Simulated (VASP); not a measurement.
# Pd (Fm-3m) in VASP: single point with r2SCAN

Aim: the single point of Pd with r2SCAN.

Program: VASP 6.6.1. These are calculated values, not measurements. Logs are shortened: lines on timing, memory, paths and dates and some standing lists are left out, and cuts for length are marked.

**1. The cell of the first run**

The structure is cubic, space group Fm-3m (No. 225). Conventional cell: a = 3.907 Å, b = 3.907 Å, c = 3.907 Å, α = 90.00°, β = 90.00°, γ = 90.00°. Within 3.6 Å of Pd (site symmetry m-3m) lie 12 Pd at 2.76 Å.

**2. Single point, r2SCAN**

POSCAR reads:

```
Pd
1.0
    0.0000000000      1.9535110034      1.9535110034
    1.9535110034      0.0000000000      1.9535110034
    1.9535110034      1.9535110034      0.0000000000
Pd
1
Direct
    0.0000000000      0.0000000000      0.0000000000
```

INCAR.step1 reads:

```
ALGO = Normal
EDIFF = 1E-4
ENCUT = 520
GGA = PE
ISMEAR = 0
LASPH = True
LCHARG = False
LREAL = False
LWAVE = True
NBANDS = 11
NELM = 60
PREC = Accurate
SIGMA = 0.05
```

INCAR.step2 reads:

```
ALGO = Normal
EDIFF = 1E-6
ENCUT = 520
ISIF = 2
ISMEAR = 0
ISTART = 1
LASPH = True
LCHARG = True
LELF = True
LMIXTAU = True
LREAL = False
LVHAR = True
LWAVE = False
METAGGA = R2SCAN
NBANDS = 11
NELM = 60
PREC = Accurate
SIGMA = 0.05
```

KPOINTS reads:

```
k-points
0
Gamma
  18 18 18
```

Potentials or basis: VASP PAW PBE potentials, release 64 (Pd).

On the command line:

```
> cat potpaw_PBE.64/Pd/POTCAR > POTCAR
> cp INCAR.step1 INCAR
> mpirun -np 1 vasp_std > vasp.out
> cp INCAR.step2 INCAR
> mpirun -np 1 vasp_std > vasp.out
```

OUTCAR:

```text
EDIFF = 1E-6
   ENCUT = 520
   ISIF = 2
   ISMEAR = 0
   ISTART = 1
   LASPH = True
   LREAL = False
   METAGGA = R2SCAN
   NELM = 60
   PREC = Accurate

 ion  position               nearest neighbor table
   1  0.000  0.000  0.000-

  LATTYP: Found a face centered cubic cell.
 ALAT       =     3.9070220068

  Lattice vectors:

 A1 = (   0.0000000000,   1.9535110034,   1.9535110034)
 A2 = (   1.9535110034,   0.0000000000,   1.9535110034)
 A3 = (   1.9535110034,   1.9535110034,   0.0000000000)

Analysis of symmetry for initial positions (statically):
=====================================================================
 Subroutine PRICEL returns:
 Original cell was already a primitive cell.

 Routine SETGRP: Setting up the symmetry group for a
 face centered cubic supercell.

 Subroutine GETGRP returns: Found 48 space group operations
 (whereof 48 operations were pure point group operations)
 out of a pool of 48 trial point group operations.

The static configuration has the point symmetry O_h .

Analysis of symmetry for dynamics (positions and initial velocities):
=====================================================================
 Subroutine PRICEL returns:
 Original cell was already a primitive cell.

 Routine SETGRP: Setting up the symmetry group for a
 face centered cubic supercell.

 Subroutine GETGRP returns: Found 48 space group operations
 (whereof 48 operations were pure point group operations)
 out of a pool of 48 trial point group operations.

The dynamic configuration has the point symmetry O_h .

 Subroutine INISYM returns: Found 48 space group operations
 (whereof 48 operations are pure point group operations),
 and found     1 'primitive' translations

----------------------------------------------------------------------------------------

                                     Primitive cell

  volume of cell :      14.9100

  direct lattice vectors                    reciprocal lattice vectors
     0.000000000  1.953511003  1.953511003    -0.255949416  0.255949416  0.255949416
     1.953511003  0.000000000  1.953511003     0.255949416 -0.255949416  0.255949416
     1.953511003  1.953511003  0.000000000     0.255949416  0.255949416 -0.255949416

  length of vectors
     2.762681755  2.762681755  2.762681755     0.443317392  0.443317392  0.443317392

  position of ions in fractional coordinates (direct lattice)
     0.000000000  0.000000000  0.000000000

  ion indices of the primitive-cell ions
   primitive index   ion index
                 1           1

----------------------------------------------------------------------------------------

 KPOINTS: k-points

Automatic generation of k-mesh.
 Grid dimensions read from file:
 generate k-points for:   18   18   18

 Generating k-lattice:

  Cartesian coordinates                     Fractional coordinates (reciprocal lattice)
    -0.014219412  0.014219412  0.014219412     0.055555556  0.000000000  0.000000000
     0.014219412 -0.014219412  0.014219412     0.000000000  0.055555556  0.000000000
     0.014219412  0.014219412 -0.014219412     0.000000000  0.000000000  0.055555556

  Length of vectors
     0.024628744  0.024628744  0.024628744

  Shift w.r.t. Gamma in fractional coordinates (k-lattice)
     0.000000000  0.000000000  0.000000000

 Subroutine IBZKPT returns following result:
 ===========================================

 Found    195 irreducible k-points:

 Following reciprocal coordinates:
            Coordinates               Weight
  0.000000  0.000000  0.000000      1.000000
  0.055556  0.000000  0.000000      8.000000
  0.111111  0.000000  0.000000      8.000000
  0.166667  0.000000  0.000000      8.000000
  0.222222  0.000000  0.000000      8.000000
  0.277778  0.000000  0.000000      8.000000
[... 16 lines left out ...]
 -0.277778  0.055556  0.000000     24.000000
 -0.222222  0.055556  0.000000     24.000000
 [... further k-points ...]
   k-points           NKPTS =    195   k-points in BZ     NKDIM =    195   number of bands    NBANDS=     11
   number of dos      NEDOS =    301   number of ions     NIONS =      1
   total plane-waves  NPLWV =  13824
   dimension x,y,z NGX =    24 NGY =   24 NGZ =   24
   dimension x,y,z NGXF=    48 NGYF=   48 NGZF=   48
   ions per type =               1
   NGX,Y,Z   is equivalent  to a cutoff of  14.44, 14.44, 14.44 a.u.
   NGXF,Y,Z  is equivalent  to a cutoff of  28.88, 28.88, 28.88 a.u.
 SYSTEM =  unknown system
   PREC   = accura    normal or accurate (medium, high low for compatibility)
   ISTART =      1    job   : 0-new  1-cont  2-samecut
   ICHARG =      0    charge: 1-file 2-atom 10-const
   ISPIN  =      1    spin polarized calculation?
   LNONCOLLINEAR =      F non collinear calculations
   LSORBIT =      F    spin-orbit coupling
   LASPH  =      T    aspherical Exc in radial PAW
   ENCUT  =  520.0 eV  38.22 Ry    6.18 a.u.   5.14  5.14  5.14*2*pi/ulx,y,z
   NELM   =     60;   NELMIN=  2; NELMDL=  0     # of ELM steps
   EDIFF  = 0.1E-05   stopping-criterion for ELM
   LREAL  =      F    real-space projection
   EDIFFG = 0.1E-04   stopping-criterion for IOM
   NSW    =      0    number of steps for IOM
   IBRION =     -1    ionic relax: 0-MD 1-quasi-New 2-CG
   NFREE  =      0    steps in history (QN), initial steepest desc. (CG)
   ISIF   =      2    stress and relaxation
   ISYM   =      2    0-nonsym 1-usesym 2-fastsym
   POTIM  = 0.5000    time-step for ionic-motion
   TEBEG  =    0.0;   TEEND  =   0.0 temperature during run
   PSTRESS=    0.0 pullay stress
   NELECT =      10.0000    total number of electrons
   NUPDOWN=      -1.0000    fix difference up-down
   EMIN   =  10.00;   EMAX   =-10.00  energy-range for DOS
   EFERMI =   0.00;   METHOD = LEGACY
   ISMEAR =     0;   SIGMA  =   0.05  broadening in eV -4-tet -1-fermi 0-gaus
   EFERMI_NEDOS =   21; number of points for ismear=-14 and -15
   IALGO  =     38    algorithm
   IMIX   =      4    mixing-type and parameters
     AMIX     =   0.40;   BMIX     =  1.00
     AMIX_MAG =   1.60;   BMIX_MAG =  1.00
  volume/ion in A,a.u.               =      14.91       100.62
  Fermi-wavevector in a.u.,A,eV,Ry     =   1.433009  2.707995 27.939772  2.053515
  Thomas-Fermi vector in A             =   2.552574
   LORBIT       =      0    0 simple, 1 ext, 2 COOP (PROOUT), +10 PAW based schemes
   METAGGA = R2SCAN    functional components
   LHFCALC =     F    Hartree Fock is set to
   AEXX    =    0.0000 exact exchange contribution
   IVDW    =     0    specifies the selected vdW correction
   LEPSILON=     F    determine dielectric tensor
   LRPA    =     F    only Hartree local field effects (RPA)
 non-spin polarized calculation
 Gauss-broadening in eV      SIGMA  =   0.05
  energy-cutoff  :      520.00
  volume of cell :       14.91
 maximum number of plane-waves:       415
 NGX is ok and might be reduce to    24
   NGX = 11   NGY = 11   NGZ = 11

 number of electron       9.9999998 magnetization

 Free energy of the ion-electron system (eV)
  ---------------------------------------------------
  ext. energy  EPLUGINS =         0.00000000
  ---------------------------------------------------
  free energy    TOTEN  =       -22.95053772 eV

  energy without entropy =      -22.94744576  energy(sigma->0) =      -22.94899174

 E-fermi :   9.4245     XC(G=0): -14.0523

 val. band max:        9.4123479782   @ k =   0.5000   0.1111   0.0000
 cond. band min:       9.4356942691   @ k =  -0.4444   0.3889   0.1111
 fundamental gap:      0.0233462909
 Fermi energy:         9.4244529291

 k-point     1 :       0.0000    0.0000    0.0000
  band No.  band energies     occupation
      1       2.3243      2.00000
      2       6.5613      2.00000
      3       6.5613      2.00000
      4       6.5613      2.00000
      5       8.1428      2.00000
      6       8.1428      2.00000
      7      27.4457      0.00000
      8      31.9218      0.00000
      9      32.3709      0.00000
     10      32.3709      0.00000
     11      32.3709      0.00000

 k-point     2 :       0.0556    0.0000    0.0000
  band No.  band energies     occupation
      1       2.4398      2.00000
      2       6.5209      2.00000
      3       6.6013      2.00000
      4       6.6013      2.00000
      5       8.1240      2.00000
      6       8.1240      2.00000
      7      27.5632      0.00000
      8      31.5535      0.00000
      9      31.9610      0.00000
     10      32.4980      0.00000
     11      32.4981      0.00000

 k-point     3 :       0.1111    0.0000    0.0000
  band No.  band energies     occupation
      1       2.7727      2.00000
      2       6.4212      2.00000
      3       6.7053      2.00000
      4       6.7053      2.00000
      5       8.0852      2.00000
      6       8.0852      2.00000
      7      27.8129      0.00000
      8      29.9908      0.00000
      9      31.9441      0.00000
     10      32.8575      0.00000
     11      32.8575      0.00000

 k-point     4 :       0.1667    0.0000    0.0000
  band No.  band energies     occupation
      1       3.2714      2.00000
      2       6.3340      2.00000
      3       6.8194      2.00000
      4       6.8194      2.00000
      5       8.0839      2.00000
      6       8.0839      2.00000
      7      27.4164      0.00000
      8      28.8163      0.00000
      9      31.9398      0.00000
     10      33.3738      0.00000
     11      33.3738      0.00000
[... 239 lines left out ...]
 k-point    22 :      -0.3333    0.0556    0.0000
  band No.  band energies     occupation
      1       4.2985      2.00000
      2       6.6276      2.00000
      3       6.7082      2.00000
      4       7.8334      2.00000
      5       8.7067      2.00000
      6       9.4970      0.04022
      7      20.7424      0.00000
      8      27.6051      0.00000
      9      31.3841      0.00000
     10      31.9620      0.00000
     11      33.5623      0.00000

 k-point    23 :      -0.2778    0.0556    0.0000
  band No.  band energies     occupation
      1       4.2889      2.00000
      2       6.7131      2.00000
      3       6.8257      2.00000
      4       7.0143      2.00000
      5       8.3423      2.00000
      6       8.9712      2.00000
      7      22.8631      0.00000
      8      28.1060      0.00000
      9      31.8608      0.00000
     10      32.1140      0.00000
     11      35.0320      0.00000

 k-point    24 :      -0.2222    0.0556    0.0000
  band No.  band energies     occupation
      1       4.0457      2.00000
      2       6.3759      2.00000
      3       6.8849      2.00000
      4       6.9135      2.00000
      5       8.0416      2.00000
      6       8.5803      2.00000
      7      24.9951      0.00000
      8      28.5104      0.00000
      9      31.9233      0.00000
     10      32.5170      0.00000
     11      35.0762      0.00000

 [... further k-points ...]
[... 5 lines left out ...]
  --------------------------------------------------------------------------------------
  -------------------------------------------------------------------------------------
  Total        0.0621963      0.0621963      0.0621963      0.0000000      0.0000000     -0.0000000
  in kB        6.6834055      6.6834055      6.6834055      0.0000000      0.0000000     -0.0000000
  external PRESSURE =       6.6834055 kB  Pullay stress =       0.0000000 kB

 VOLUME and BASIS-vectors are now :
 -----------------------------------------------------------------------------
  energy-cutoff  :      520.00
  volume of cell :       14.91
      direct lattice vectors                 reciprocal lattice vectors
     0.000000000  1.953511003  1.953511003    -0.255949416  0.255949416  0.255949416
     1.953511003  0.000000000  1.953511003     0.255949416 -0.255949416  0.255949416
     1.953511003  1.953511003  0.000000000     0.255949416  0.255949416 -0.255949416

 POSITION                                       TOTAL-FORCE (eV/Angst)
 -----------------------------------------------------------------------------------
      0.00000      0.00000      0.00000         0.000000      0.000000      0.000000
 -----------------------------------------------------------------------------------
    total drift:                                0.000000      0.000000     -0.000000

  FREE ENERGIE OF THE ION-ELECTRON SYSTEM (eV)
  ---------------------------------------------------
  free  energy   TOTEN  =       -22.9505377241 eV

  energy  without entropy=      -22.9474457560  energy(sigma->0) =      -22.94899174
```

It took 2.3 min on 1 thread of Intel Xeon 8259CL, shared host; peak memory 0.17 GiB.

What came out:

| Item | Value |
| --- | --- |
| Free energy | -22.9505 eV |
| Pressure | 0.7 GPa |
| Band gap on the k mesh | zero (band 5 reaches 9.73 eV, above the bottom of band 6 at 8.08 eV) |

Levels at points of the mesh, in eV from the Fermi level:
```tsv
k point	band 2	band 3	band 4	band 5	band 6	band 7	band 8	band 9
(0.00, 0.00, 0.00)	-2.86	-2.86	-2.86	-1.28	-1.28	18.02	22.50	22.95
(0.50, 0.00, 0.00)	-2.94	-2.94	-0.03	-0.03	1.32	7.63	17.42	22.03
(0.50, 0.50, 0.00)	-5.17	-0.09	0.31	0.31	3.66	11.20	13.87	13.87
```

Caveat: the PAW data sets were made with another functional, which shifts forces and pressure a little.
